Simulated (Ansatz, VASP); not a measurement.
# NiO: VASP beside Ansatz

The input INCAR:

```
PREC     = Accurate       # precision mode
ENCUT    = 700            # plane-wave cutoff, eV
EDIFF    = 1E-6           # SCF threshold, eV
ISMEAR   = -1             # smearing method
SIGMA    = 0.05           # smearing width, eV
LREAL    = F              # projectors in reciprocal space
LASPH    = T              # aspherical terms in the spheres
NELM     = 200            # most SCF steps
ALGO     = Normal         # electronic algorithm
ISIF     = 2              # what is computed and relaxed
LWAVE    = F              # write WAVECAR
LCHARG   = F              # write CHGCAR
ISPIN    = 2              # spin polarisation
MAGMOM   = 1 0            # initial moments
LORBIT   = 11             # projections on sites
LMAXMIX  = 4              # l up to which the mixer works
LDAU     = T              # DFT+U
LDAUTYPE = 2            
LDAUL    = 2 -1           # shell
LDAUU    = 2 0            # U, eV
LDAUJ    = 0 0          
LDAUPRINT= 1            
GGA      = PE             # functional
NBANDS   = 23             # bands
GGA_COMPAT= F
```

KPOINTS

```
regular mesh
0
Gamma
  11 11 11
```

The input POSCAR:

```
NiO
1.0
    0.0000000000      2.0859016414      2.0859016414
    2.0859016414      0.0000000000      2.0859016414
    2.0859016414      2.0859016414      0.0000000000
Ni O
1 1
Direct
    0.0000000000      0.0000000000      0.0000000000
    0.5000000000      0.5000000000      0.5000000000
```

File input.yaml:

```yaml
crystal:
  lattice:
    - [0.0, 2.0859016414, 2.0859016414]
    - [2.0859016414, 0.0, 2.0859016414]
    - [2.0859016414, 2.0859016414, 0.0]
  atoms:
    - { symbol: Ni, position: [0.0, 0.0, 0.0], spin: 1.0 }
    - { symbol: O, position: [0.5, 0.5, 0.5] }
hamiltonian:
  xc: pbe
  pseudopotentials: { kind: paw }
  hubbard: { sites: [{ species: Ni, l: d, u_eff: 2.0 }] }
magnetization:
  spin_polarized: true
kpoints:
  mp_grid: { grid: [11, 11, 11] }
scf:
  occupations: { method: fermi_dirac, width: 0.05 }
  n_extra_bands: 6
output:
  forces: true
  stress: true
  eigenvalues: true
  dos: { projected: true, de: 0.05, nscf_kmesh: { grid: [17, 17, 17] } }
```

Alike in both runs: functional PBE; k mesh 11 × 11 × 11; occupations fermi-dirac, width 0.05 eV; collinear spin; Hubbard terms Ni d U = 2.0 eV.

|  | VASP | Ansatz |
| --- | --- | --- |
| version | VASP 6.6.1 | Ansatz 0.2.0 |
| potentials or method | VASP PAW PBE potentials, release 64 (Ni_sv_GW, O) | Ansatz PAW |
| plane-wave cutoff (eV) | 700 | 420 |
| valence electrons in the cell | 24 | 24 |
| task | single point | projected density of states |

```tsv
	VASP	Ansatz	Ansatz less VASP
gap on the k mesh at the Fermi level (eV)	0.44	0.32	-0.122
least direct gap on the mesh (eV)	1.34	1.21	-0.129
pressure (GPa)	8.5	10.6	+2.06
net moment per atom (μB)	1.00	1.00	0.000
size of the moment on the site where the two differ most (μB)	1.69	1.63	-0.054
```

Site moments also hang on the region over which each program counts them. The programs project onto different local orbitals, so the same U acts differently, and such runs can settle in different states.

Noted on Ansatz's run: the magnetic or orbital state may not be the lowest; odd divisions of the mesh miss points on the zone boundary, where band edges often lie, so the gap on the mesh can be too wide.
